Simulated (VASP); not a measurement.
**MgZr2O2: relaxation of cell and atoms with PBE**

MgZr2O2:

```
Mg Zr O
1.0
     5.81921    0.00000    0.00000
     0.00000    5.81921    0.00000
     0.00000    0.00000    3.99211
Mg Zr O
1 2 2
Direct
  0.50000 0.50000 0.50000
  0.00000 0.50000 0.50000
  0.50000 0.00000 0.50000
  0.00000 0.50000 0.00000
  0.50000 0.00000 0.00000
```

```
Program                : VASP 6.6.1
Task                   : relaxation of cell and atoms
Functional             : PBE
Potentials or basis    : VASP PAW PBE potentials, release 64 (Mg, Zr_sv, O)
Cutoff                 : 600 eV
k mesh                 : 6 × 6 × 10
Occupations            : gaussian, width 0.1 eV
Spin                   : no spin polarisation
Dipole correction      : no
Further INCAR settings : ALGO = Normal; EDIFF = 1e-06; IBRION = 2; EDIFFG = -0.01; NSW = 100; ISIF = 3
```

- Relaxed volume: 27.11 Å³/atom
- Relaxed cell: a = 5.826 Å, b = 5.826 Å, c = 3.994 Å, α = 90.00°, β = 90.00°, γ = 90.00°
- Space group after relaxing (to 0.05 Å): P4/mmm (No. 123)
- Energy gained by relaxing: 0.0 meV/atom
- Ionic steps: 4
- Pressure after relaxing: 0.0 GPa
- Band gap on the k mesh: zero (band 19 reaches 2.85 eV, above the bottom of band 20 at 2.63 eV)

The path:
| step | energy change (eV) | largest force (eV/Å) | pressure (GPa) | volume (Å³) |
| --- | --- | --- | --- | --- |
| 1 | 0.0000 | 0.0000 | 0.15 | 135.19 |
| 2 | 0.0002 | 0.0000 | -0.18 | 135.69 |
| 3 | -0.0001 | 0.0000 | 0.03 | 135.37 |
| 4 | -0.0002 | 0.0000 | 0.02 | 135.56 |

Final structure:
```
CELL_PARAMETERS angstrom
5.82585 0.00000 0.00000
0.00000 5.82585 0.00000
0.00000 0.00000 3.99405
ATOMIC_POSITIONS crystal
Mg 0.50000 0.50000 0.50000
Zr 0.00000 0.50000 0.50000
Zr 0.50000 0.00000 0.50000
O 0.00000 0.50000 0.00000
O 0.50000 0.00000 0.00000
```

Levels at points of the mesh, in eV from the Fermi level:
```tsv
k point	band 16	band 17	band 18	band 19	band 20	band 21	band 22	band 23
(0.00, 0.00, 0.00)	-2.69	-2.64	-0.83	-0.55	1.14	1.14	1.16	1.74
(0.50, 0.00, 0.00)	-2.66	-2.35	-1.31	0.05	0.19	0.29	0.85	1.17
(0.50, 0.50, 0.00)	-2.66	-1.74	-1.74	-1.01	0.66	0.66	0.74	1.21
(0.00, 0.00, 0.50)	-4.20	-3.17	-0.28	-0.26	0.83	1.29	1.99	1.99
(0.50, 0.00, 0.50)	-4.35	-2.34	-0.91	0.16	0.45	0.51	1.14	1.58
(0.50, 0.50, 0.50)	-4.11	-1.23	-1.23	-1.03	0.86	0.86	1.77	2.11
```

Wall time 5.2 min on 1 thread of Intel(R) Xeon(R) 6975P-C (Granite Rapids) (shared host), peak memory 0.43 GiB.
